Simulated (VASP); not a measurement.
Runs of VASP 6.6.1 on HfO2. The structure is that of space group Fm-3m (No. 225), or close to it. The cells are those of the table. 

```tsv
task	cell	cutoff (eV)	gap on the mesh (eV)	pressure (GPa)
relaxation of cell and atoms	relaxed from a = 3.617 Å, angles 60.0°, 3 atoms	600	3.75	-0.3
single point	a = 3.525 Å, angles 60.0°, 3 atoms	520	3.80	6.0
relaxation of cell and atoms	relaxed to -2 GPa from a = 3.617 Å, angles 60.0°, 3 atoms	600	3.73	-2.2
single point	a = 3.567 Å, angles 60.0°, 3 atoms	520	3.71	-3.7
single point	a = 3.576 Å, angles 60.0°, 3 atoms	520	3.69	(a)
single point	a = 3.545 Å, angles 60.0°, 3 atoms	520	3.76	(b)
relaxation of cell and atoms	relaxed to 2 GPa from a = 3.617 Å, angles 60.0°, 3 atoms	600	3.77	1.5
single point	a = 3.558 Å, angles 60.0°, 3 atoms	520	3.73	-1.8
relaxation of cell and atoms	relaxed to 5 GPa from a = 3.617 Å, angles 60.0°, 3 atoms	600	3.79	4.3
relaxation of cell and atoms	relaxed to 10 GPa from a = 3.617 Å, angles 60.0°, 3 atoms	600	3.83	8.6
```

Alike in all rows: level PBEsol; potentials or basis VASP PAW PBE potentials, release 64 (Hf_pv, O); no spin polarisation; k mesh 4 × 4 × 4; smearing gaussian 0.01 eV.

**Question.** Estimate the missing entries.

**Answer.** (a) -5.7; (b) 1.1.

Caveats: all runs use coarse meshes; the PAW data sets were made with another functional, which shifts forces and pressure a little; spin-orbit coupling is left out, which moves the levels of the heavy elements; the cell is relaxed towards a set pressure, so the enthalpy falls and the energy may rise (some runs).

A k mesh can miss the band edges, and the runs leave out spin-orbit coupling on Hf.
